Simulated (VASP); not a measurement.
# PtSe2 (P-3m1) in VASP: a series of runs, part 2 of 2

VASP 6.6.1. The steps go on from the part before.

### Step 5. Single point, revPBE+D3(BJ)

This run uses another cell than the first one, of 21.08 Å³/atom.

INCAR reads:

```
  ALGO = Normal
  EDIFF = 1E-6
  ENCUT = 520
  GGA = RE
  ISIF = 2
  ISMEAR = -1
  IVDW = 12
  LASPH = T
  LCHARG = T
  LELF = T
  LREAL = F
  LVHAR = T
  LWAVE = F
  NBANDS = 18
  NELM = 80
  PREC = Accurate
  SIGMA = 0.05
```

KPOINTS reads:

```
k-points
0
Gamma
  8 8 5
```

POSCAR reads:

```
PtSe2
1.0
    3.7730056198      0.0000000000      0.0000000000
   -1.8865028099      3.2675187154      0.0000000000
    0.0000000000      0.0000000000      5.1286129021
Pt Se
1 2
Direct
    0.0000000000      0.0000000000      0.0000000000
    0.6666666667      0.3333333333      0.7500000000
    0.3333333333      0.6666666667      0.2500000000
```

The run is started by

```console
cat potpaw_PBE.64/Pt/POTCAR potpaw_PBE.64/Se/POTCAR > POTCAR
mpirun -np 1 vasp_std > vasp.out
```

Wall time 60 s (1 thread of Intel Xeon 8259CL, shared host); peak memory 0.21 GiB.

The run converged. Its results:

```
Free energy                : -15.7445 eV
Pressure                   : -3.1 GPa
Largest force              : 0.215 eV/Å
Band gap on the k mesh     : zero (bands 11 and 12 overlap by 0.26 eV)
Dispersion energy per atom : -0.887 eV
```

Forces on the atoms (eV/Å):
```
Pt   0.000  0.000  0.000
Se   0.000  0.000 -0.215
Se   0.000  0.000  0.215
```

Stress tensor (GPa, compression positive):
```
-3.09  0.00  0.00
 0.00 -3.09  0.00
 0.00  0.00 -3.23
```

Levels at points of the mesh, in eV from the Fermi level:
```
           k point  band 7  band 8  band 9  band 10  band 11  band 12  band 13  band 14  band 15  band 16
(0.00, 0.00, 0.00)   -3.86   -2.52   -1.07    -1.07     0.34     1.35     1.35     3.72     3.99     7.27
(0.50, 0.00, 0.00)   -3.55   -3.42   -3.39    -3.32    -2.93     0.62     2.17     4.65     5.84     7.13
```

Caveat: the cell stands under tension; the PAW data sets were made with another functional, which shifts forces and pressure a little; spin-orbit coupling is left out, which moves the levels of the heavy elements.

### Step 6. Single point, revPBE+D3(BJ)

This run uses another cell than the first one, of 21.48 Å³/atom.

INCAR reads:

```
SYSTEM = PtSe2
PREC     = Accurate       ! precision mode
ENCUT    = 520            ! plane-wave cutoff, eV
EDIFF    = 1E-7           ! SCF threshold, eV
ISMEAR   = -1             ! smearing method
SIGMA    = 0.05           ! smearing width, eV
LREAL    = .False.        ! projectors in reciprocal space
LASPH    = .True.         ! aspherical terms in the spheres
NELM     = 100            ! most SCF steps
ALGO     = Normal         ! electronic algorithm
ISIF     = 2              ! what is computed and relaxed
LWAVE    = .False.        ! write WAVECAR
LCHARG   = .False.        ! write CHGCAR
GGA      = RE             ! functional
IVDW     = 12             ! dispersion correction
NBANDS   = 18             ! bands
```

KPOINTS reads:

```
Automatic mesh
0
Gamma
  8 8 5
  0 0 0
```

POSCAR reads:

```
PtSe2
1.0
    3.7970381507      0.0000000000      0.0000000000
   -1.8985190754      3.2883314977      0.0000000000
    0.0000000000      0.0000000000      5.1612801071
Pt Se
1 2
Direct
    0.0000000000      0.0000000000      0.0000000000
    0.6666666667      0.3333333333      0.7500000000
    0.3333333333      0.6666666667      0.2500000000
```

Potentials or basis: VASP PAW PBE potentials, release 64 (Pt, Se).

The run is started by

```console
cat potpaw_PBE.64/Pt/POTCAR potpaw_PBE.64/Se/POTCAR > POTCAR
mpirun -np 1 vasp_std > vasp.out
```

OUTCAR:

```text
SYSTEM = PtSe2
   PREC = Accurate
   ENCUT = 520
   EDIFF = 1E-7
   ISMEAR = -1
   LREAL = .False.
   LASPH = .True.
   NELM = 100
   ISIF = 2
   GGA = RE
   IVDW = 12
 IVDW          = 12

 ion  position               nearest neighbor table
   1  0.000  0.000  0.000-   2 2.54   3 2.54   2 2.54   3 2.54   2 2.54   3 2.54
   2  0.667  0.333  0.750-   1 2.54   1 2.54   1 2.54
   3  0.333  0.667  0.250-   1 2.54   1 2.54   1 2.54

  LATTYP: Found a hexagonal cell.
 ALAT       =     3.7970381507
 C/A-ratio  =     1.3592910849

[... 695 lines left out ...]

 Edisp (eV)   -2.61068

 E8    (eV) :    -1.8182

  FORCE on cell =-STRESS in cart. coord.  units (eV):
  Direction    XX          YY          ZZ          XY          YZ          ZX
  --------------------------------------------------------------------------------------
  -------------------------------------------------------------------------------------
  Total      -2.15538    -2.15538    -1.89350     0.00000     0.00000     0.00000
  in kB     -53.58665   -53.58665   -47.07584     0.00000     0.00000     0.00000
  external pressure =      -51.42 kB  Pullay stress =        0.00 kB

 VOLUME and BASIS-vectors are now :
 -----------------------------------------------------------------------------
  energy-cutoff  :      520.00
  volume of cell :       64.44
      direct lattice vectors                 reciprocal lattice vectors
     3.797038151  0.000000000  0.000000000     0.263363169  0.152052796  0.000000000
    -1.898519075  3.288331498  0.000000000     0.000000000  0.304105593  0.000000000
     0.000000000  0.000000000  5.161280107     0.000000000  0.000000000  0.193750383

 POSITION                                       TOTAL-FORCE (eV/Angst)
 -----------------------------------------------------------------------------------
      0.00000      0.00000      0.00000         0.000000      0.000000      0.000000
      1.89852      1.09611      3.87096        -0.000000      0.000000     -0.004649
     -0.00000      2.19222      1.29032         0.000000     -0.000000      0.004649
 -----------------------------------------------------------------------------------
    total drift:                               -0.000000     -0.000000     -0.000000

  FREE ENERGIE OF THE ION-ELECTRON SYSTEM (eV)
  ---------------------------------------------------
  free  energy   TOTEN  =       -15.7131832711 eV

  energy  without entropy=      -15.7081799022  energy(sigma->0) =      -15.71068159
```

stdout:

```text
POSCAR found type information on POSCAR PtSe
 POSCAR found :  2 types and       3 ions
 scaLAPACK will be used
 -----------------------------------------------------------------------------
|                                                                             |
|                                                                             |
|     You enforced a specific xc type in the INCAR file but a different       |
|     I HOPE YOU KNOW WHAT YOU ARE DOING!                                     |
|                                                                             |
 -----------------------------------------------------------------------------

 LDA part: xc-table for (Slater+PW92), standard interpolation
 POSCAR, INCAR and KPOINTS ok, starting setup
 FFT: planning ... GRIDC
 FFT: planning ... GRID_SOFT
 FFT: planning ... GRID
 WAVECAR not read
 entering main loop
```

It took 71 s on 1 thread of Intel Xeon 8259CL, shared host; peak memory 0.22 GiB.

What came out:

```
Free energy                : -15.7132 eV
Pressure                   : -5.1 GPa
Largest force              : 0.005 eV/Å
Band gap on the k mesh     : zero (bands 11 and 12 overlap by 0.26 eV)
Dispersion energy per atom : -0.870 eV
```

Forces on the atoms (eV/Å):
```
Pt   0.000  0.000  0.000
Se   0.000  0.000 -0.005
Se   0.000  0.000  0.005
```

Stress tensor (GPa, compression positive):
```
-5.36  0.00  0.00
 0.00 -5.36  0.00
 0.00  0.00 -4.71
```

Caveat: the cell stands under tension; the PAW data sets were made with another functional, which shifts forces and pressure a little; spin-orbit coupling is left out, which moves the levels of the heavy elements.

### Step 7. Overview

```csv
cell,gap on the mesh (eV),pressure (GPa),largest force (eV/Å)
"a = 3.699, b = 3.699, c = 5.028 Å, angles 90.0, 90.0, 120.0°, 3 atoms",none,4.5,0.96
"a = 3.724, b = 3.724, c = 5.062 Å, angles 90.0, 90.0, 120.0°, 3 atoms",none,1.6,0.69
"a = 3.749, b = 3.749, c = 5.096 Å, angles 90.0, 90.0, 120.0°, 3 atoms",none,-0.9,0.44
"a = 3.773, b = 3.773, c = 5.129 Å, angles 90.0, 90.0, 120.0°, 3 atoms",none,-3.1,0.21
"a = 3.797, b = 3.797, c = 5.161 Å, angles 90.0, 90.0, 120.0°, 3 atoms",none,-5.1,-
```

Alike in all rows: task single point; level revPBE+D3(BJ); potentials or basis VASP PAW PBE potentials, release 64 (Pt, Se); no spin polarisation; k mesh 8 × 8 × 5; cutoff (eV) 520; smearing fermi-dirac 0.05 eV.

Caveats: the PAW data sets were made with another functional, which shifts forces and pressure a little; spin-orbit coupling is left out, which moves the levels of the heavy elements; the cell stands under tension (at least some runs); the cell stands under pressure (at least some runs).

Total energies depend on the potentials used, so only differences within one code and one set of settings carry meaning.
